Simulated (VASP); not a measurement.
Here is a VASP 6.6.1 calculation.

INCAR

```
ALGO = Normal ; EDIFF = 1E-7
ENCUT = 520 ; GGA = PS
ISIF = 2 ; ISMEAR = 0
LASPH = True ; LCHARG = False
LREAL = False ; LWAVE = False
NBANDS = 14 ; NELM = 100
PREC = Accurate ; SIGMA = 0.15
```

File KPOINTS:

```
k-points
0
Gamma
  16 16 16
```

The input POSCAR:

```
NbH2
1.0
    0.0000000000      2.2981711991      2.2981711991
    2.2981711991      0.0000000000      2.2981711991
    2.2981711991      2.2981711991      0.0000000000
Nb H
1 2
Direct
    0.0000000000      0.0000000000      0.0000000000
    0.2500000000      0.2500000000      0.2500000000
    0.7500000000      0.7500000000      0.7500000000
```

Potentials or basis: VASP PAW PBE potentials, release 64 (Nb_sv, H).

Run with:

```sh
$ cat potpaw_PBE.64/Nb_sv/POTCAR potpaw_PBE.64/H/POTCAR > POTCAR
$ mpirun -np 1 vasp_std > vasp.out
```

(1) Predict the band gap on the k mesh.

(2) Estimate the pressure.

Results:

(1) zero (an odd number of electrons rules out a gap without spin polarisation).

(2) -9.3 GPa.

Caveat: the cell stands under tension; the PAW data sets were made with another functional, which shifts forces and pressure a little; an odd number of electrons without spin polarisation forces a metal; a magnetic or distorted state may lie lower.
